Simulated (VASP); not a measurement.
# NaBe3 (Pmmn) in VASP: notebook

The runs below take NaBe3 through single point, relaxation of cell and atoms, with PBE.

Everything below comes from runs of VASP 6.6.1. Logs are shortened: lines on timing, memory, paths and dates and some standing lists are left out, and cuts for length are marked.

## Step 1: The cell of the first run

The structure is orthorhombic, space group Pmmn (No. 59). The conventional cell has a = 3.980 Å, b = 4.950 Å, c = 4.188 Å, α = 90.00°, β = 90.00°, γ = 90.00°. Na (site symmetry mm2) has 12 Be at 2.42 to 2.48 Å within 3.2 Å. Within 3.2 Å of Be (site symmetry m) lie 4 Na at 2.42 to 2.44 Å and 8 Be at 2.42 to 2.48 Å. Within 3.2 Å of Be (site symmetry mm2) lie 8 Be at 2.42 to 2.44 Å and 4 Na at 2.45 to 2.48 Å.

## Step 2: Single point, PBE

INCAR

```
SYSTEM = NaBe3
PREC = Accurate
ENCUT = 520
EDIFF = 1E-6
ISMEAR = 0
SIGMA = 0.1
LREAL = .FALSE.
LASPH = .TRUE.
NELM = 80
ALGO = Fast
ISIF = 2
LWAVE = .FALSE.
LCHARG = .FALSE.
GGA = PE
NBANDS = 23
```

KPOINTS

```
Automatic mesh
0
G
  4 4 4
  0 0 0
```

POSCAR

```
NaBe3
1.0
    3.9797901077      0.0000000000      0.0000000000
    0.0000000000      4.9504480530      0.0000000000
    0.0000000000      0.0000000000      4.1879865211
Na Be
2 6
Direct
    0.0000000000      0.0000000000      0.6700000000
    0.5000000000      0.5000000000      0.3300000000
    0.0000000000      0.2500000000      0.1670000000
    0.0000000000      0.7500000000      0.1670000000
    0.5000000000      0.7500000000      0.8330000000
    0.5000000000      0.2500000000      0.8330000000
    0.5000000000      0.0000000000      0.3300000000
    0.0000000000      0.5000000000      0.6700000000
```

Potentials or basis: VASP PAW PBE potentials, release 64 (Na_pv, Be).

Run with:

```sh
cat potpaw_PBE.64/Na_pv/POTCAR potpaw_PBE.64/Be/POTCAR > POTCAR
mpirun -np 1 vasp_std > vasp.out
```

OUTCAR:

```text
SYSTEM = NaBe3
   PREC = Accurate
   ENCUT = 520
   EDIFF = 1E-6
   ISMEAR = 0
   LREAL = .FALSE.
   LASPH = .TRUE.
   NELM = 80
   ISIF = 2
   GGA = PE

 ion  position               nearest neighbor table
   1  0.000  0.000  0.670-   3 2.42   4 2.42   5 2.44   6 2.44   5 2.44   6 2.44   3 2.44   4 2.44
                             7 2.45   7 2.45   8 2.48   8 2.48
   2  0.500  0.500  0.330-   5 2.42   6 2.42   3 2.44   4 2.44   3 2.44   4 2.44   5 2.44   6 2.44
                             8 2.45   8 2.45   7 2.48   7 2.48
   3  0.000  0.250  0.167-   1 2.42   2 2.44   2 2.44   1 2.44
   4  0.000  0.750  0.167-   1 2.42   2 2.44   2 2.44   1 2.44
   5  0.500  0.750  0.833-   2 2.42   1 2.44   1 2.44   2 2.44
   6  0.500  0.250  0.833-   2 2.42   1 2.44   1 2.44   2 2.44
   7  0.500  0.000  0.330-   1 2.45   1 2.45   2 2.48   2 2.48
   8  0.000  0.500  0.670-   2 2.45   2 2.45   1 2.48   1 2.48

  LATTYP: Found a simple orthorhombic cell.
 ALAT       =     3.9797901077
 B/A-ratio  =     1.0523134155
 C/A-ratio  =     1.2438967682

  Lattice vectors:

 A1 = (  -3.9797901077,   0.0000000000,   0.0000000000)
 A2 = (   0.0000000000,   0.0000000000,   4.1879865211)
 A3 = (   0.0000000000,   4.9504480530,   0.0000000000)

Analysis of symmetry for initial positions (statically):
=====================================================================
 Subroutine PRICEL returns:
 Original cell was already a primitive cell.

 Routine SETGRP: Setting up the symmetry group for a
 simple orthorhombic supercell.

 Subroutine GETGRP returns: Found  8 space group operations
 (whereof  4 operations were pure point group operations)
 out of a pool of  8 trial point group operations.

The static configuration has the point symmetry C_2v.
 The point group associated with its full space group is D_2h.

Analysis of symmetry for dynamics (positions and initial velocities):
=====================================================================
 Subroutine PRICEL returns:
 Original cell was already a primitive cell.

 Routine SETGRP: Setting up the symmetry group for a
 simple orthorhombic supercell.

 Subroutine GETGRP returns: Found  8 space group operations
 (whereof  4 operations were pure point group operations)
 out of a pool of  8 trial point group operations.

The dynamic configuration has the point symmetry C_2v.
 The point group associated with its full space group is D_2h.

 Subroutine INISYM returns: Found  8 space group operations
 (whereof  4 operations are pure point group operations),
 and found     1 'primitive' translations

----------------------------------------------------------------------------------------

                                     Primitive cell

  volume of cell :      82.5106

  direct lattice vectors                    reciprocal lattice vectors
     3.979790108  0.000000000  0.000000000     0.251269533  0.000000000  0.000000000
     0.000000000  4.950448053  0.000000000     0.000000000  0.202001918  0.000000000
     0.000000000  0.000000000  4.187986521     0.000000000  0.000000000  0.238778228

  length of vectors
     3.979790108  4.950448053  4.187986521     0.251269533  0.202001918  0.238778228

  position of ions in fractional coordinates (direct lattice)
     0.000000000  0.000000000  0.670000000
     0.500000000  0.500000000  0.330000000
     0.000000000  0.250000000  0.167000000
     0.000000000  0.750000000  0.167000000
     0.500000000  0.750000000  0.833000000
     0.500000000  0.250000000  0.833000000
     0.500000000  0.000000000  0.330000000
     0.000000000  0.500000000  0.670000000

  ion indices of the primitive-cell ions
   primitive index   ion index
                 1           1
                 2           2
                 3           3
                 4           4
                 5           5
                 6           6
                 7           7
                 8           8

----------------------------------------------------------------------------------------

 KPOINTS: Automatic mesh

Automatic generation of k-mesh.
 Grid dimensions read from file:
 generate k-points for:    4    4    4

 Generating k-lattice:

  Cartesian coordinates                     Fractional coordinates (reciprocal lattice)
     0.062817383  0.000000000  0.000000000     0.250000000  0.000000000  0.000000000
     0.000000000  0.050500479  0.000000000     0.000000000  0.250000000  0.000000000
     0.000000000  0.000000000  0.059694557     0.000000000  0.000000000  0.250000000

  Length of vectors
     0.062817383  0.050500479  0.059694557

  Shift w.r.t. Gamma in fractional coordinates (k-lattice)
     0.000000000  0.000000000  0.000000000

 Subroutine IBZKPT returns following result:
 ===========================================

 Found     27 irreducible k-points:

 Following reciprocal coordinates:
            Coordinates               Weight
  0.000000  0.000000  0.000000      1.000000
  0.250000  0.000000  0.000000      2.000000
  0.500000  0.000000  0.000000      1.000000
  0.000000  0.250000  0.000000      2.000000
  0.250000  0.250000  0.000000      4.000000
  0.500000  0.250000  0.000000      2.000000
[... 16 lines left out ...]
  0.250000  0.250000  0.500000      4.000000
  0.500000  0.250000  0.500000      2.000000
 [... further k-points ...]
   k-points           NKPTS =     27   k-points in BZ     NKDIM =     27   number of bands    NBANDS=     23
   number of dos      NEDOS =    301   number of ions     NIONS =      8
   total plane-waves  NPLWV =  38400
   dimension x,y,z NGX =    30 NGY =   40 NGZ =   32
   dimension x,y,z NGXF=    60 NGYF=   80 NGZF=   64
   ions per type =               2   6
   NGX,Y,Z   is equivalent  to a cutoff of  12.53, 13.43, 12.70 a.u.
   NGXF,Y,Z  is equivalent  to a cutoff of  25.06, 26.87, 25.41 a.u.
 SYSTEM =  NaBe3
   PREC   = accura    normal or accurate (medium, high low for compatibility)
   ISTART =      0    job   : 0-new  1-cont  2-samecut
   ICHARG =      2    charge: 1-file 2-atom 10-const
   ISPIN  =      1    spin polarized calculation?
   LNONCOLLINEAR =      F non collinear calculations
   LSORBIT =      F    spin-orbit coupling
   LASPH  =      T    aspherical Exc in radial PAW
   ENCUT  =  520.0 eV  38.22 Ry    6.18 a.u.   7.40  9.20  7.79*2*pi/ulx,y,z
   NELM   =     80;   NELMIN=  2; NELMDL= -5     # of ELM steps
   EDIFF  = 0.1E-05   stopping-criterion for ELM
   LREAL  =      F    real-space projection
   EDIFFG = 0.1E-04   stopping-criterion for IOM
   NSW    =      0    number of steps for IOM
   IBRION =     -1    ionic relax: 0-MD 1-quasi-New 2-CG
   NFREE  =      0    steps in history (QN), initial steepest desc. (CG)
   ISIF   =      2    stress and relaxation
   ISYM   =      2    0-nonsym 1-usesym 2-fastsym
   POTIM  = 0.5000    time-step for ionic-motion
   TEBEG  =    0.0;   TEEND  =   0.0 temperature during run
   PSTRESS=    0.0 pullay stress
   NELECT =      26.0000    total number of electrons
   NUPDOWN=      -1.0000    fix difference up-down
   EMIN   =  10.00;   EMAX   =-10.00  energy-range for DOS
   EFERMI =   0.00;   METHOD = LEGACY
   ISMEAR =     0;   SIGMA  =   0.10  broadening in eV -4-tet -1-fermi 0-gaus
   EFERMI_NEDOS =   21; number of points for ismear=-14 and -15
   IALGO  =     68    algorithm
   IMIX   =      4    mixing-type and parameters
     AMIX     =   0.40;   BMIX     =  1.00
     AMIX_MAG =   1.60;   BMIX_MAG =  1.00
  volume/ion in A,a.u.               =      10.31        69.60
  Fermi-wavevector in a.u.,A,eV,Ry     =   1.114028  2.105207 16.885613  1.241058
  Thomas-Fermi vector in A             =   2.250618
   LORBIT       =      0    0 simple, 1 ext, 2 COOP (PROOUT), +10 PAW based schemes
   GGA     = PE    functional components
   LHFCALC =     F    Hartree Fock is set to
   AEXX    =    0.0000 exact exchange contribution
   IVDW    =     0    specifies the selected vdW correction
   LEPSILON=     F    determine dielectric tensor
   LRPA    =     F    only Hartree local field effects (RPA)
 non-spin polarized calculation
 RMM-DIIS sequential band-by-band and
 Gauss-broadening in eV      SIGMA  =   0.10
  energy-cutoff  :      520.00
  volume of cell :       82.51
 maximum number of plane-waves:      2252
 NGX is ok and might be reduce to    30
   NGX = 15   NGY = 19   NGZ = 15

 number of electron      25.9999996 magnetization

 Free energy of the ion-electron system (eV)
  ---------------------------------------------------
  ext. energy  EPLUGINS =         0.00000000
  ---------------------------------------------------
  free energy    TOTEN  =       -18.22250881 eV

  energy without entropy =      -18.20669247  energy(sigma->0) =      -18.21460064

 E-fermi :   4.6272     XC(G=0): -10.0892

 val. band max:        4.5913372111   @ k =   0.2500   0.2500   0.2500
 cond. band min:       4.6273624792   @ k =   0.2500   0.0000   0.2500
 fundamental gap:      0.0360252681
 Fermi energy:         4.6271609250

 k-point     1 :       0.0000    0.0000    0.0000
  band No.  band energies     occupation
      1     -18.4934      2.00000
      2     -18.4894      2.00000
      3     -18.4736      2.00000
      4     -18.4526      2.00000
      5     -18.4197      2.00000
      6     -18.4119      2.00000
[... 15 lines left out ...]
     22      12.0776      0.00000
     23      12.0876      0.00000

 k-point     2 :       0.2500    0.0000    0.0000
  band No.  band energies     occupation
      1     -18.4916      2.00000
      2     -18.4806      2.00000
      3     -18.4785      2.00000
      4     -18.4532      2.00000
      5     -18.4293      2.00000
      6     -18.4277      2.00000
[... 15 lines left out ...]
     22      11.6315      0.00000
     23      12.5885      0.00000
[... 544 lines left out ...]
     22      13.0108      0.00000
     23      13.5378      0.00000

 k-point    24 :       0.5000    0.2500    0.5000
  band No.  band energies     occupation
      1     -18.5012      2.00000
      2     -18.5012      2.00000
      3     -18.4691      2.00000
      4     -18.4691      2.00000
      5     -18.4314      2.00000
      6     -18.4314      2.00000
[... 15 lines left out ...]
     22      13.9251      0.00000
     23      14.1788      0.00000

 [... further k-points ...]

------------------------ aborting loop because EDIFF is reached ----------------------------------------

  FORCE on cell =-STRESS in cart. coord.  units (eV):
  Direction    XX          YY          ZZ          XY          YZ          ZX
  --------------------------------------------------------------------------------------
  -------------------------------------------------------------------------------------
  Total        7.5575738      8.4502080      6.0329896      0.0000000      0.0000000      0.0000000
  in kB      146.7516618    164.0846790    117.1475499      0.0000000      0.0000000      0.0000000
  external PRESSURE =     142.6612969 kB  Pullay stress =       0.0000000 kB

 VOLUME and BASIS-vectors are now :
 -----------------------------------------------------------------------------
  energy-cutoff  :      520.00
  volume of cell :       82.51
      direct lattice vectors                 reciprocal lattice vectors
     3.979790108  0.000000000  0.000000000     0.251269533  0.000000000  0.000000000
     0.000000000  4.950448053  0.000000000     0.000000000  0.202001918  0.000000000
     0.000000000  0.000000000  4.187986521     0.000000000  0.000000000  0.238778228

 POSITION                                       TOTAL-FORCE (eV/Angst)
 -----------------------------------------------------------------------------------
      0.00000      0.00000      2.80595         0.000000     -0.000000      0.102253
      1.98990      2.47522      1.38204         0.000000     -0.000000     -0.102253
      0.00000      1.23761      0.69939         0.000000      0.323414     -0.374528
      0.00000      3.71284      0.69939        -0.000000     -0.323414     -0.374528
      1.98990      3.71284      3.48859         0.000000      0.323414      0.374528
      1.98990      1.23761      3.48859         0.000000     -0.323414      0.374528
      1.98990      0.00000      1.38204         0.000000     -0.000000     -1.280703
      0.00000      2.47522      2.80595         0.000000     -0.000000      1.280703
 -----------------------------------------------------------------------------------
    total drift:                                0.000000     -0.000000      0.000000

  FREE ENERGIE OF THE ION-ELECTRON SYSTEM (eV)
  ---------------------------------------------------
  free  energy   TOTEN  =       -18.2225088064 eV

  energy  without entropy=      -18.2066924705  energy(sigma->0) =      -18.21460064
```

Wall time 58 s (1 thread of Intel Xeon Platinum 8375C at 2.90GHz (Ice Lake), shared host); peak memory 0.19 GiB.

What came out:

| Quantity | Value |
| --- | --- |
| Free energy | -18.2225 eV |
| Pressure | 14.3 GPa |
| Largest force | 1.281 eV/Å |
| Band gap on the k mesh | zero (bands 13 and 14 overlap by 4.20 eV) |

Forces on the atoms (eV/Å):
```
Na   0.000  0.000  0.102
Na   0.000  0.000 -0.102
Be   0.000  0.323 -0.375
Be   0.000 -0.323 -0.375
Be   0.000  0.323  0.375
Be   0.000 -0.323  0.375
Be   0.000  0.000 -1.281
Be   0.000  0.000  1.281
```

Stress tensor (GPa, compression positive):
```
14.68  0.00  0.00
 0.00 16.41  0.00
 0.00  0.00 11.71
```

Levels at points of the mesh, in eV from the Fermi level:
| k point | band 9 | band 10 | band 11 | band 12 | band 13 | band 14 | band 15 | band 16 | band 17 | band 18 |
| --- | --- | --- | --- | --- | --- | --- | --- | --- | --- | --- |
| (0.00, 0.00, 0.00) | -3.10 | -2.12 | -2.01 | -1.10 | 1.56 | 2.01 | 2.20 | 2.28 | 3.09 | 3.10 |
| (0.50, 0.00, 0.00) | -2.08 | -2.08 | -1.57 | -1.57 | -0.81 | -0.81 | 2.56 | 2.56 | 3.53 | 3.53 |
| (0.00, 0.50, 0.00) | -1.21 | -1.21 | -0.78 | -0.78 | 0.29 | 0.29 | 1.32 | 1.32 | 3.58 | 3.58 |
| (0.50, 0.50, 0.00) | -5.09 | -5.09 | -0.31 | -0.31 | 0.82 | 0.82 | 2.24 | 2.24 | 2.92 | 2.92 |
| (0.00, 0.00, 0.50) | -2.83 | -1.79 | -1.57 | -1.28 | -0.93 | 0.49 | 2.17 | 2.67 | 3.23 | 5.73 |
| (0.50, 0.00, 0.50) | -4.32 | -4.32 | -1.36 | -1.36 | -0.87 | -0.87 | 1.22 | 1.22 | 3.82 | 3.82 |
| (0.00, 0.50, 0.50) | -4.92 | -4.92 | 0.03 | 0.03 | 1.34 | 1.34 | 2.72 | 2.72 | 3.07 | 3.07 |
| (0.50, 0.50, 0.50) | -3.72 | -3.72 | -3.20 | -3.20 | -2.64 | -2.64 | 5.66 | 5.66 | 5.69 | 5.69 |

Caveat: the k points lie up to 0.39 Å⁻¹ apart, too coarse for converged energies and pressures of a metal; forces of over 1 eV/Å act on the atoms, so gaps and moduli don't describe the material at rest.

## Step 3: Single point, PBE

This run uses another cell than the first one, of 15.38 Å³/atom.

INCAR

```
PREC     = Accurate       # precision mode
ENCUT    = 520            # plane-wave cutoff, eV
EDIFF    = 1E-6           # SCF threshold, eV
ISMEAR   = 0              # smearing method
SIGMA    = 0.1            # smearing width, eV
LREAL    = F              # projectors in reciprocal space
LASPH    = T              # aspherical terms in the spheres
NELM     = 80             # most SCF steps
ALGO     = Normal         # electronic algorithm
ISIF     = 2              # what is computed and relaxed
LWAVE    = F              # write WAVECAR
LCHARG   = F              # write CHGCAR
GGA      = PE             # functional
NBANDS   = 23             # bands
```

KPOINTS

```
regular mesh
0
Gamma
  4 4 4
```

POSCAR

```
NaBe3
1.0
    3.7149640846      0.0000000000      0.0000000000
    0.0000000000      6.3074167549      0.0000000000
    0.0000000000      0.0000000000      5.2515180272
Na Be
2 6
Direct
    0.0000000000      0.0000000000      0.5426561433
    0.5000000000      0.5000000000      0.4573438567
    0.0000000000      0.1705813218      0.0303165201
    0.0000000000      0.8294186782      0.0303165201
    0.5000000000      0.6705813218      0.9696834799
    0.5000000000      0.3294186782      0.9696834799
    0.5000000000      0.0000000000      0.0442497331
    0.0000000000      0.5000000000      0.9557502669
```

Potentials or basis: VASP PAW PBE potentials, release 64 (Na_pv, Be).

Run with:

```sh
cat potpaw_PBE.64/Na_pv/POTCAR potpaw_PBE.64/Be/POTCAR > POTCAR
mpirun -np 1 vasp_std > vasp.out
```

OUTCAR:

```text
PREC = Accurate
   ENCUT = 520
   EDIFF = 1E-6
   ISMEAR = 0
   LREAL = F
   LASPH = T
   NELM = 80
   ISIF = 2
   GGA = PE

 ion  position               nearest neighbor table
   1  0.000  0.000  0.543-
   2  0.500  0.500  0.457-
   3  0.000  0.171  0.030-   8 2.11   6 2.13   6 2.13   7 2.15   7 2.15   4 2.15
   4  0.000  0.829  0.030-   8 2.11   5 2.13   5 2.13   7 2.15   7 2.15   3 2.15
   5  0.500  0.671  0.970-   7 2.11   4 2.13   4 2.13   8 2.15   8 2.15   6 2.15
[... 843 lines left out ...]
  Total        0.1359142     -0.0104452      0.1359313      0.0000000      0.0000000      0.0000000
  in kB        1.7696375     -0.1359997      1.7698605      0.0000000      0.0000000      0.0000000
  external PRESSURE =       1.1344994 kB  Pullay stress =       0.0000000 kB

 VOLUME and BASIS-vectors are now :
 -----------------------------------------------------------------------------
  energy-cutoff  :      520.00
  volume of cell :      123.05
      direct lattice vectors                 reciprocal lattice vectors
     3.714964085  0.000000000  0.000000000     0.269181606  0.000000000  0.000000000
     0.000000000  6.307416755  0.000000000     0.000000000  0.158543511  0.000000000
     0.000000000  0.000000000  5.251518027     0.000000000  0.000000000  0.190421131

 POSITION                                       TOTAL-FORCE (eV/Angst)
 -----------------------------------------------------------------------------------
      0.00000      0.00000      2.84977         0.000000      0.000000     -0.009811
      1.85748      3.15371      2.40175         0.000000      0.000000      0.009811
      0.00000      1.07593      0.15921         0.000000      0.006641      0.019247
      0.00000      5.23149      0.15921         0.000000     -0.006641      0.019247
      1.85748      4.22964      5.09231        -0.000000      0.006641     -0.019247
      1.85748      2.07778      5.09231         0.000000     -0.006641     -0.019247
      1.85748      0.00000      0.23238         0.000000      0.000000      0.011929
      0.00000      3.15371      5.01914         0.000000      0.000000     -0.011929
 -----------------------------------------------------------------------------------
    total drift:                                0.000000      0.000000     -0.000000

  FREE ENERGIE OF THE ION-ELECTRON SYSTEM (eV)
  ---------------------------------------------------
  free  energy   TOTEN  =       -22.9944467103 eV

  energy  without entropy=      -22.9864555632  energy(sigma->0) =      -22.99045114
```

stdout:

```text
POSCAR found type information on POSCAR NaBe
 POSCAR found :  2 types and       8 ions
 scaLAPACK will be used
 LDA part: xc-table for (Slater+PW92), standard interpolation
 POSCAR, INCAR and KPOINTS ok, starting setup
 FFT: planning ... GRIDC
 FFT: planning ... GRID_SOFT
 FFT: planning ... GRID
 WAVECAR not read
 entering main loop
```

Run time: 63 s. Hardware: 1 thread of Intel Xeon Platinum 8375C at 2.90GHz (Ice Lake), shared host; peak memory 0.24 GiB.

What came out:

| Property | Result |
| --- | --- |
| Free energy | -22.9944 eV |
| Pressure | 0.1 GPa |
| Largest force | 0.020 eV/Å |
| Band gap on the k mesh | zero (bands 13 and 14 overlap by 2.24 eV) |

Forces in eV/Å, atoms in the order of the input:
```
Na   0.000  0.000 -0.010
Na   0.000  0.000  0.010
Be   0.000  0.007  0.019
Be   0.000 -0.007  0.019
Be   0.000  0.007 -0.019
Be   0.000 -0.007 -0.019
Be   0.000  0.000  0.012
Be   0.000  0.000 -0.012
```

Caveat: the k points lie up to 0.42 Å⁻¹ apart, too coarse for converged energies and pressures of a metal.

(Continued in part 2 of 2.)

The gap in the log of VASP goes by the Fermi energy; the results here count the filled bands.